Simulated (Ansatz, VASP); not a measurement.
**Two plane-wave programs on Sr3Co**

```xyz
8
Lattice="7.5542 0.0000 0.0000 -3.7771 6.5422 0.0000 0.0000 0.0000 5.7537" Properties=species:S:1:pos:R:3 pbc="T T T"
Sr    3.7771    4.2222    1.4384
Sr   -1.7680    5.3822    4.3153
Sr    2.0091    1.1600    1.4384
Sr    0.0000    2.3199    4.3153
Sr    5.5451    1.1600    1.4384
Sr    1.7680    5.3822    4.3153
Co    0.0000    4.3614    1.4384
Co    3.7771    2.1807    4.3153
```

Alike in both runs: functional PBE; k mesh 3 × 3 × 4; occupations gaussian, width 0.1 eV; collinear spin.

Ansatz relaxed the structure, and its values are those at the end. VASP's run is a single point on that final structure, the one shown.

|  | VASP | Ansatz |
| --- | --- | --- |
| version | VASP 6.6.1 | Ansatz 0.2.0 |
| potentials or method | VASP PAW PBE potentials, release 64 (Sr_sv, Co), cutoff 600 eV | scalar-relativistic, plane waves, PAW |
| valence electrons in the cell | 78 | 94 |

|  | VASP | Ansatz | Ansatz less VASP |
| --- | --- | --- | --- |
| gap on the k mesh at the Fermi level (eV) | none | none | - |
| pressure (GPa) | 0.2 | 0.2 | -0.07 |
| rms of the force components (eV/Å) | 0.007 | 0.009 | +0.0018 |
| net moment per atom (μB) | 0.22 | 0.22 | +0.006 |
| size of the moment on the site where the two differ most (μB) | 0.05 | 0.08 | +0.031 |

Site moments also hang on the region over which each program counts them. A gap of «none» marks a metal or a gap that the smearing closes. The functional is the same, so the differences come from potentials, cutoffs and numerics. VASP's potentials hold 78 valence electrons a cell and Ansatz's 94, so a difference there can come from the potentials and not from the codes.
